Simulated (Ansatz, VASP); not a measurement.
# One calculation of MgSe, two programs

Contents of POSCAR:

```
MgSe
1.0
    0.0000000000      2.7544736754      2.7544736754
    2.7544736754      0.0000000000      2.7544736754
    2.7544736754      2.7544736754      0.0000000000
Mg Se
1 1
Direct
    0.0000000000      0.0000000000      0.0000000000
    0.5000000000      0.5000000000      0.5000000000
```

Contents of INCAR.step1:

```
PREC     = Accurate       # precision mode
ENCUT    = 660            # plane-wave cutoff, eV
ISMEAR   = 0              # smearing method
SIGMA    = 0.02           # smearing width, eV
LREAL    = False          # projectors in reciprocal space
LASPH    = True           # aspherical terms in the spheres
NELM     = 120            # most SCF steps
NBANDS   = 11             # bands
GGA      = PE             # functional
ALGO     = Normal         # electronic algorithm
EDIFF    = 1E-5           # SCF threshold, eV
LWAVE    = True           # write WAVECAR
LCHARG   = False          # write CHGCAR
GGA_COMPAT= False
```

INCAR.step2

```
PREC     = Accurate       # precision mode
ENCUT    = 660            # plane-wave cutoff, eV
EDIFF    = 1E-6           # SCF threshold, eV
ISMEAR   = 0              # smearing method
SIGMA    = 0.02           # smearing width, eV
LREAL    = False          # projectors in reciprocal space
LASPH    = True           # aspherical terms in the spheres
NELM     = 120            # most SCF steps
ALGO     = Normal         # electronic algorithm
ISIF     = 2              # what is computed and relaxed
LWAVE    = False          # write WAVECAR
LCHARG   = True           # write CHGCAR
METAGGA  = R2SCAN         # meta-GGA
LMIXTAU  = True         
LELF     = True           # ELF
LVHAR    = True         
NBANDS   = 11             # bands
ISTART   = 1            
GGA_COMPAT= False
```

The input KPOINTS:

```
Automatic mesh
0
Gamma
  8 8 8
```

Input for Ansatz:

```yaml
crystal:
  lattice:
    - [0.0, 2.7544736754, 2.7544736754]
    - [2.7544736754, 0.0, 2.7544736754]
    - [2.7544736754, 2.7544736754, 0.0]
  atoms:
    - { symbol: Mg, position: [0.0, 0.0, 0.0] }
    - { symbol: Se, position: [0.5, 0.5, 0.5] }
basis:
  ecutwfc: 500
kpoints:
  mp_grid: { grid: [8, 8, 8] }
  band_path:
    path:
      - [[0.0, 0.0, 0.0], [0.5, 0.0, 0.5], [0.625, 0.25, 0.625]]
      - [[0.375, 0.375, 0.75], [0.0, 0.0, 0.0], [0.5, 0.5, 0.5], [0.5, 0.25, 0.75], [0.5, 0.0, 0.5]]
    npoints: 14
hamiltonian:
  xc: r2scan
scf:
  occupations: { method: gaussian, width: 0.02 }
  n_extra_bands: 6
output:
  forces: true
  stress: true
  eigenvalues: true
  populations: true
  dos: { projected: true, de: 0.02, nscf_kmesh: { grid: [12, 12, 12] } }
  bader: true
  write_density: true
  write_potential: true
  elf: true
  volumetric_format: npy
```

Alike in both runs: task single point; functional r2SCAN; k mesh 8 × 8 × 8; occupations gaussian, width 0.02 eV; no spin polarisation.

```csv
,VASP,Ansatz
version,VASP 6.6.1,Ansatz 0.2.0
potentials or method,"VASP PAW PBE potentials, release 64 (Mg, Se), cutoff 660 eV","scalar-relativistic, plane waves, PAW"
valence electrons in the cell,8,26
```

|  | VASP | Ansatz | Ansatz less VASP |
| --- | --- | --- | --- |
| gap on the k mesh at the Fermi level (eV) | 2.41 | 2.44 | +0.037 |
| least direct gap on the mesh (eV) | 3.27 | 3.30 | +0.028 |
| pressure (GPa) | -1.6 | -1.3 | +0.28 |

VASP's potentials were made for PBE, not for r2SCAN. With one functional, cell and mesh, what is left measures potentials, basis and numerics. VASP's potentials hold 8 valence electrons a cell and Ansatz's 26, so a difference there can come from the potentials and not from the codes.
